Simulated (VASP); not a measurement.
# AlCu (rocksalt type) (Fm-3m) in VASP: single point with LDA

Aim: the single point of AlCu (rocksalt type) with LDA.

Everything below comes from runs of VASP 6.6.1. Logs are shortened: lines on timing, memory, paths and dates and some standing lists are left out, and cuts for length are marked.

## Step 1: The cell of the first run

The structure is cubic, space group Fm-3m (No. 225). Conventional cell: a = 4.928 Å, b = 4.928 Å, c = 4.928 Å, α = 90.00°, β = 90.00°, γ = 90.00°. Cu (site symmetry m-3m) has 6 Al at 2.46 Å within 3.3 Å. Within 3.3 Å of Al (site symmetry m-3m) lie 6 Cu at 2.46 Å.

## Step 2: Single point, LDA

Contents of INCAR:

```
ALGO = Normal
EDIFF = 1E-6
ENCUT = 520
GGA = CA
ISIF = 2
ISMEAR = -1
LASPH = True
LCHARG = False
LREAL = False
LWAVE = False
NBANDS = 14
NELM = 100
PREC = Accurate
SIGMA = 0.08
```

Contents of KPOINTS:

```
k-points
0
Gamma
  14 14 14
```

Contents of POSCAR:

```
AlCu
1.0
    0.0000000000      2.4641311646      2.4641311646
    2.4641311646      0.0000000000      2.4641311646
    2.4641311646      2.4641311646      0.0000000000
Cu Al
1 1
Direct
    0.0000000000      0.0000000000      0.0000000000
    0.5000000000      0.5000000000      0.5000000000
```

Potentials or basis: VASP PAW LDA potentials, release 64 (Cu, Al).

Started as:

```bash
$ cat potpaw_LDA.64/Cu/POTCAR potpaw_LDA.64/Al/POTCAR > POTCAR
$ mpirun -np 1 vasp_std > vasp.out
```

OUTCAR:

```text
EDIFF = 1E-6
   ENCUT = 520
   GGA = CA
   ISIF = 2
   ISMEAR = -1
   LASPH = True
   LREAL = False
   NELM = 100
   PREC = Accurate

 ion  position               nearest neighbor table
   1  0.000  0.000  0.000-   2 2.46   2 2.46   2 2.46   2 2.46   2 2.46   2 2.46
   2  0.500  0.500  0.500-   1 2.46   1 2.46   1 2.46   1 2.46   1 2.46   1 2.46

  LATTYP: Found a face centered cubic cell.
 ALAT       =     4.9282623292

  Lattice vectors:

 A1 = (   0.0000000000,   2.4641311646,   2.4641311646)
 A2 = (   2.4641311646,   0.0000000000,   2.4641311646)
 A3 = (   2.4641311646,   2.4641311646,   0.0000000000)

Analysis of symmetry for initial positions (statically):
=====================================================================
 Subroutine PRICEL returns:
 Original cell was already a primitive cell.

 Routine SETGRP: Setting up the symmetry group for a
 face centered cubic supercell.

 Subroutine GETGRP returns: Found 48 space group operations
 (whereof 48 operations were pure point group operations)
 out of a pool of 48 trial point group operations.

The static configuration has the point symmetry O_h .

Analysis of symmetry for dynamics (positions and initial velocities):
=====================================================================
 Subroutine PRICEL returns:
 Original cell was already a primitive cell.

 Routine SETGRP: Setting up the symmetry group for a
 face centered cubic supercell.

 Subroutine GETGRP returns: Found 48 space group operations
 (whereof 48 operations were pure point group operations)
 out of a pool of 48 trial point group operations.

The dynamic configuration has the point symmetry O_h .

 Subroutine INISYM returns: Found 48 space group operations
 (whereof 48 operations are pure point group operations),
 and found     1 'primitive' translations

----------------------------------------------------------------------------------------

                                     Primitive cell

  volume of cell :      29.9241

  direct lattice vectors                    reciprocal lattice vectors
     0.000000000  2.464131165  2.464131165    -0.202911276  0.202911276  0.202911276
     2.464131165  0.000000000  2.464131165     0.202911276 -0.202911276  0.202911276
     2.464131165  2.464131165  0.000000000     0.202911276  0.202911276 -0.202911276

  length of vectors
[... 84 lines left out ...]
   EDIFFG = 0.1E-04   stopping-criterion for IOM
   NSW    =      0    number of steps for IOM
   IBRION =     -1    ionic relax: 0-MD 1-quasi-New 2-CG
   NFREE  =      0    steps in history (QN), initial steepest desc. (CG)
   ISIF   =      2    stress and relaxation
   ISYM   =      2    0-nonsym 1-usesym 2-fastsym
   POTIM  = 0.5000    time-step for ionic-motion
   TEBEG  =    0.0;   TEEND  =   0.0 temperature during run
   PSTRESS=    0.0 pullay stress
   NELECT =      14.0000    total number of electrons
   NUPDOWN=      -1.0000    fix difference up-down
   EMIN   =  10.00;   EMAX   =-10.00  energy-range for DOS
   EFERMI =   0.00;   METHOD = LEGACY
   ISMEAR =    -1;   SIGMA  =   0.08  broadening in eV -4-tet -1-fermi 0-gaus
   EFERMI_NEDOS =   21; number of points for ismear=-14 and -15
   IALGO  =     38    algorithm
   IMIX   =      4    mixing-type and parameters
     AMIX     =   0.40;   BMIX     =  1.00
     AMIX_MAG =   1.60;   BMIX_MAG =  1.00
  volume/ion in A,a.u.               =      14.96       100.97
  Fermi-wavevector in a.u.,A,eV,Ry     =   1.270897  2.401647 21.975847  1.615179
  Thomas-Fermi vector in A             =   2.403859
   LORBIT       =      0    0 simple, 1 ext, 2 COOP (PROOUT), +10 PAW based schemes
   GGA     = CA    functional components
   LHFCALC =     F    Hartree Fock is set to
   AEXX    =    0.0000 exact exchange contribution
   IVDW    =     0    specifies the selected vdW correction
   LEPSILON=     F    determine dielectric tensor
   LRPA    =     F    only Hartree local field effects (RPA)
 non-spin polarized calculation
  energy-cutoff  :      520.00
  volume of cell :       29.92
 maximum number of plane-waves:       825
 NGX is ok and might be reduce to    28
   NGX = 13   NGY = 13   NGZ = 13

 number of electron      13.9999999 magnetization

 Free energy of the ion-electron system (eV)
  ---------------------------------------------------
  ext. energy  EPLUGINS =         0.00000000
  ---------------------------------------------------
  free energy    TOTEN  =        -8.41975669 eV

  energy without entropy =       -8.40258559  energy(sigma->0) =       -8.41117114

 E-fermi :   7.0292     XC(G=0): -11.1764

 val. band max:        6.9738928879   @ k =  -0.4286   0.4286   0.1429
 cond. band min:       7.0305694526   @ k =  -0.2857   0.2857   0.0714
 fundamental gap:      0.0566765647
 Fermi energy:         7.0292425433

 k-point     1 :       0.0000    0.0000    0.0000
  band No.  band energies     occupation
      1      -3.0358      2.00000
      2       3.1778      2.00000
      3       3.1778      2.00000
      4       3.1978      2.00000
      5       3.1978      2.00000
      6       3.1978      2.00000
      7      12.7839      0.00000
      8      12.7839      0.00000
      9      12.7839      0.00000
     10      16.5208      0.00000
     11      16.5208      0.00000
     12      16.5208      0.00000
     13      18.3128      0.00000
     14      20.6437      0.00000
[... 377 lines left out ...]
      1      -1.6649      2.00000
      2       2.8935      2.00000
      3       2.9975      2.00000
      4       3.1376      2.00000
      5       3.3892      2.00000
      6       3.4345      2.00000
      7       8.3107      0.00000
      8      10.6034      0.00000
      9      12.5833      0.00000
     10      12.7890      0.00000
     11      15.2899      0.00000
     12      18.3005      0.00000
     13      18.5369      0.00000
     14      20.9536      0.00000

 [... further k-points ...]
[... 5 lines left out ...]
  --------------------------------------------------------------------------------------
  -------------------------------------------------------------------------------------
  Total        0.0532617      0.0532617      0.0532617     -0.0000000     -0.0000000     -0.0000000
  in kB        2.8517007      2.8517007      2.8517007     -0.0000000     -0.0000000     -0.0000000
  external PRESSURE =       2.8517007 kB  Pullay stress =       0.0000000 kB

 VOLUME and BASIS-vectors are now :
 -----------------------------------------------------------------------------
  energy-cutoff  :      520.00
  volume of cell :       29.92
      direct lattice vectors                 reciprocal lattice vectors
     0.000000000  2.464131165  2.464131165    -0.202911276  0.202911276  0.202911276
     2.464131165  0.000000000  2.464131165     0.202911276 -0.202911276  0.202911276
     2.464131165  2.464131165  0.000000000     0.202911276  0.202911276 -0.202911276

 POSITION                                       TOTAL-FORCE (eV/Angst)
 -----------------------------------------------------------------------------------
      0.00000      0.00000      0.00000         0.000000      0.000000      0.000000
      2.46413      2.46413      2.46413         0.000000      0.000000      0.000000
 -----------------------------------------------------------------------------------
    total drift:                               -0.000000     -0.000000      0.000000

  FREE ENERGIE OF THE ION-ELECTRON SYSTEM (eV)
  ---------------------------------------------------
  free  energy   TOTEN  =        -8.4197566910 eV

  energy  without entropy=       -8.4025855904  energy(sigma->0) =       -8.41117114
```

OSZICAR:

```text
N       E                     dE             d eps       ncg     rms          rms(c)
DAV:   1     0.534173222879E+02    0.53417E+02   -0.63832E+03  2992   0.129E+03
DAV:   2    -0.768466496954E+01   -0.61102E+02   -0.55439E+02  3014   0.207E+02
DAV:   3    -0.992437787025E+01   -0.22397E+01   -0.21810E+01  3828   0.454E+01
DAV:   4    -0.996248368588E+01   -0.38106E-01   -0.38091E-01  3372   0.485E+00
DAV:   5    -0.996366879830E+01   -0.11851E-02   -0.11851E-02  4270   0.945E-01    0.113E+01
DAV:   6    -0.106578563664E+02   -0.69419E+00   -0.31743E+01  3404   0.151E+02    0.889E+00
DAV:   7    -0.847026696357E+01    0.21876E+01   -0.63691E+00  3572   0.684E+01    0.111E+00
DAV:   8    -0.842880731938E+01    0.41460E-01   -0.31148E-01  4236   0.124E+01    0.659E-01
DAV:   9    -0.841986833221E+01    0.89390E-02   -0.18662E-02  4224   0.181E+00    0.882E-02
DAV:  10    -0.841975706416E+01    0.11127E-03   -0.57543E-04  4502   0.526E-01    0.265E-02
DAV:  11    -0.841976095619E+01   -0.38920E-05   -0.44222E-05  4318   0.130E-01    0.129E-02
DAV:  12    -0.841975680495E+01    0.41512E-05   -0.20331E-05  3718   0.122E-01    0.303E-03
DAV:  13    -0.841975669103E+01    0.11391E-06   -0.51128E-07  1786   0.150E-02
   1 F= -.84197567E+01 E0= -.84111711E+01  d E =-.171711E-01
```

It took 65 s on 1 thread of Intel Xeon 8259CL, shared host; peak memory 0.17 GiB.

Results:

- Free energy: -8.4198 eV
- Pressure: 0.3 GPa
- Band gap on the k mesh: zero (bands 7 and 8 overlap by 7.31 eV)

Levels at points of the mesh, in eV from the Fermi level:
```tsv
k point	band 3	band 4	band 5	band 6	band 7	band 8	band 9	band 10	band 11	band 12
(0.00, 0.00, 0.00)	-3.85	-3.83	-3.83	-3.83	5.75	5.75	5.75	9.49	9.49	9.49
(0.50, 0.00, 0.00)	-4.15	-4.15	-3.42	-3.42	-2.75	5.73	5.73	6.62	6.62	7.98
(0.50, 0.50, 0.00)	-3.77	-3.66	-3.31	-3.31	-1.98	1.07	1.07	3.86	5.33	17.12
```
